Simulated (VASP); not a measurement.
**ReSb (zincblende type): single point with PBE**

Crystal: ReSb (zincblende type).

```
Re Sb
1.0
     0.00000    3.01326    3.01326
     3.01326    0.00000    3.01326
     3.01326    3.01326    0.00000
Re Sb
1 1
Direct
  0.00000 0.00000 0.00000
  0.25000 0.25000 0.25000
```

| Quantity | Value |
| --- | --- |
| Program | VASP 6.6.1 |
| Task | single point |
| Functional | PBE |
| Potentials or basis | VASP PAW PBE potentials, release 64 (Re, Sb) |
| Cutoff | 520 eV |
| k mesh | 12 × 12 × 12 |
| Occupations | fermi-dirac, width 0.08 eV |
| Spin | no spin polarisation |

```json
{"Pressure": "-0.1 GPa", "Band gap on the k mesh": "zero (bands 6 and 7 overlap by 0.12 eV)"}
```

Levels at points of the mesh, in eV from the Fermi level:
```tsv
k point	band 4	band 5	band 6	band 7	band 8	band 9
(0.00, 0.00, 0.00)	-2.85	-0.33	-0.33	3.73	5.98	5.98
(0.50, 0.00, 0.00)	-2.53	-0.12	-0.12	-0.09	3.25	3.25
(0.50, 0.50, 0.00)	-1.66	-0.90	-0.26	0.06	0.95	0.95
```

Wall time 21 s on 1 thread of Intel(R) Xeon(R) Platinum 8488C (Sapphire Rapids), on a shared host, peak memory 0.21 GiB.

Caveat: spin-orbit coupling is left out, which moves the levels of the heavy elements.
